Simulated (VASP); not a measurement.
Set up this calculation in VASP 6.6.1, as the native input.

- Task: single point
- Functional: LDA
- Potentials or basis: VASP PAW LDA potentials, release 64 (Na_pv)
- Cutoff: 520 eV
- k mesh: 15 × 15 × 8
- Occupations: gaussian, width 0.15 eV
- Spin: no spin polarisation
- Dipole correction: no
- Further INCAR settings: ALGO = Fast; EDIFF = 1e-07; NBANDS = 14

The structure of Na lies in POSCAR:

```
Na
1.0
    3.5728208651      0.0000000000      0.0000000000
   -1.7864104326      3.0941536323      0.0000000000
    0.0000000000      0.0000000000      5.8981745703
Na
2
Direct
    0.2044455700      0.6666666667      0.2500000000
    0.7955544300      0.3333333333      0.7500000000
```

This cell differs from its parent crystal: atoms displaced along a vibrational mode, the cell strained.

These files were run (other wordings do the same):

INCAR

```
  PREC = Accurate
  ENCUT = 520
  EDIFF = 1E-7
  ISMEAR = 0
  SIGMA = 0.15
  LREAL = False
  LASPH = True
  NELM = 60
  ALGO = Fast
  ISIF = 2
  LWAVE = False
  LCHARG = True
  GGA = CA
  LELF = True
  LVHAR = True
  NBANDS = 14
```

KPOINTS

```
Automatic mesh
0
Gamma
  15 15 8
```

Potentials or basis: VASP PAW LDA potentials, release 64 (Na_pv).

The run is started by

```bash
$ cat potpaw_LDA.64/Na_pv/POTCAR > POTCAR
$ mpirun -np 1 vasp_std > vasp.out
```

It gave:

```
Pressure               : 0.1 GPa
Largest force          : 0.119 eV/Å
Band gap on the k mesh : zero (bands 7 and 8 overlap by 4.73 eV)
```

Caveat: the cell differs from its parent crystal (atoms displaced along a vibrational mode, the cell strained).

Run time: 6.8 min on 1 thread of Intel(R) Xeon(R) Platinum 8259CL CPU @ 2.50GHz (Skylake/Cascade Lake), with other jobs on the host, peak memory 0.45 GiB.
